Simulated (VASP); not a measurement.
Here is a VASP 6.6.1 calculation.

File INCAR:

```
  PREC = Accurate
  ENCUT = 520
  EDIFF = 1E-6
  ISMEAR = -1
  SIGMA = 0.06122561905347299
  LREAL = F
  LASPH = T
  NELM = 60
  ALGO = Normal
  ISIF = 2
  LWAVE = F
  LCHARG = F
  GGA = PE
  NBANDS = 35
```

The input KPOINTS:

```
regular mesh
0
Gamma
  8 8 8
```

POSCAR

```
Li2O3
1.0
    4.4438503839      0.0000000000      0.0000000000
    0.0000000000      4.4438503839      0.0000000000
    0.0000000000      0.0000000000      4.4438503839
Li O
4 6
Direct
    0.2500000000      0.2500000000      0.2500000000
    0.7500000000      0.7500000000      0.2500000000
    0.7500000000      0.2500000000      0.7500000000
    0.2500000000      0.7500000000      0.7500000000
    0.5000000000      0.0000000000      0.0000000000
    0.0000000000      0.5000000000      0.0000000000
    0.0000000000      0.0000000000      0.5000000000
    0.5000000000      0.5000000000      0.0000000000
    0.5000000000      0.0000000000      0.5000000000
    0.0000000000      0.5000000000      0.5000000000
```

Potentials or basis: VASP PAW PBE potentials, release 64 (Li_sv, O).

The run is started by

```bash
$ cat potpaw_PBE.64/Li_sv/POTCAR potpaw_PBE.64/O/POTCAR > POTCAR
$ mpirun -np 1 vasp_std > vasp.out
```

(1) Estimate the band gap on the k mesh.

## Answers

(1) zero (band 24 reaches 1.93 eV, above the bottom of band 25 at -0.57 eV).
